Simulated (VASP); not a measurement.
A run of VASP 6.6.1:

INCAR

```
SYSTEM = In3GaAs4
  PREC = Accurate
  ENCUT = 520
  EDIFF = 1E-6
  ISMEAR = -1
  SIGMA = 0.02
  LREAL = .False.
  LASPH = .True.
  NELM = 60
  ALGO = Normal
  ISIF = 2
  LWAVE = .False.
  LCHARG = .False.
  GGA = PE
  NBANDS = 46
```

The input KPOINTS:

```
regular mesh
0
Gamma
  6 4 4
  0 0 0
```

The input POSCAR:

```
In3GaAs4
1.0
    4.2988875255      0.0000000000      0.0000000000
    0.0000000000      4.3009191298      6.0822290647
    0.0000000000     -4.3009191298      6.0822290647
Ga In As
1 3 4
Direct
    0.0000000000     -0.0001701365     -0.0001701365
    0.5000000000      0.0008081631      0.4993075412
    0.5000000000      0.4993075412      0.0008081631
    0.0000000000      0.4993180442      0.4993180442
    0.5000000000      0.1157574497      0.1157574497
    0.0000000000      0.1200026717      0.6399691351
    0.0000000000      0.6399691351      0.1200026717
    0.5000000000      0.6250071315      0.6250071315
```

Potentials or basis: VASP PAW PBE potentials, release 64 (Ga_d, In_d, As).

Run with:

```bash
$ cat potpaw_PBE.64/Ga_d/POTCAR potpaw_PBE.64/In_d/POTCAR potpaw_PBE.64/As/POTCAR > POTCAR
$ mpirun -np 1 vasp_std > vasp.out
```

Hardware: 1 thread of Intel Xeon 8259CL (shared host).

Estimate the wall time of this run.

Wall time 10 min on 1 thread of Intel Xeon 8259CL, on a shared host, peak memory 0.47 GiB. Counts: scf iterations 14, k points 28.
